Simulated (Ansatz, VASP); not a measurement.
**One calculation of Te3Ru, two programs**

```
CELL_PARAMETERS angstrom
3.15069 0.00000 0.00000
0.00000 3.15069 0.00000
0.00000 0.00000 10.77295
ATOMIC_POSITIONS crystal
Te 0.50000 0.50000 0.26621
Te 0.50000 0.50000 0.73379
Te 0.00000 0.00000 0.00000
Ru 0.50000 0.50000 0.50000
```

Alike in both runs: functional PBE; k mesh 4 × 4 × 4; occupations gaussian, width 0.1 eV; no spin polarisation.

Ansatz relaxed the structure, and its values are those at the end. VASP's run is a single point on that final structure, the one shown.

|  | VASP | Ansatz |
| --- | --- | --- |
| version | VASP 6.6.1 | Ansatz 0.2.0 |
| potentials or method | VASP PAW PBE potentials, release 64 (Te, Ru_pv), cutoff 520 eV | scalar-relativistic, plane waves, PAW |
| valence electrons in the cell | 32 | 64 |

```tsv
	VASP	Ansatz	Ansatz less VASP
gap on the k mesh at the Fermi level (eV)	none	none	-
pressure (GPa)	-0.1	0.0	+0.13
rms of the force components (eV/Å)	0.006	0.001	-0.0055
```

A gap of «none» marks a metal or a gap that the smearing closes. VASP's potentials hold 32 valence electrons a cell and Ansatz's 64, so a difference there can come from the potentials and not from the codes.

The k mesh is coarse, so the values compare programs but aren't converged. Spin-orbit coupling is off throughout.
